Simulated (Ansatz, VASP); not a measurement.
One calculation of TiN, two programs

```
Ti N
1.0
     0.00000    2.08636    2.08636
     2.08636    0.00000    2.08636
     2.08636    2.08636    0.00000
Ti N
1 1
Direct
  0.00000 0.00000 0.00000
  0.50000 0.50000 0.50000
```

Alike in both runs: functional LDA; k mesh 8 × 8 × 8; occupations gaussian, width 0.1 eV; no spin polarisation.

Ansatz relaxed the structure, and its values are those at the end. VASP's run is a single point on that final structure, the one shown.

|  | VASP | Ansatz |
| --- | --- | --- |
| version | VASP 6.6.1 | Ansatz 0.2.0 |
| potentials or method | VASP PAW LDA potentials, release 64 (Ti_sv, N_h), cutoff 1330 eV | scalar-relativistic, plane waves, PAW |
| valence electrons in the cell | 17 | 17 |

Ansatz gave:

- gap on the k mesh at the Fermi level (eV): none
- pressure (GPa): -0.1

Estimate VASP's values.

gap on the k mesh at the Fermi level (eV): none; pressure (GPa): 0.9.

LDA's correlation is that of Perdew and Zunger in VASP and of Perdew and Wang (1992) in Ansatz. A gap of «none» marks a metal or a gap that the smearing closes.
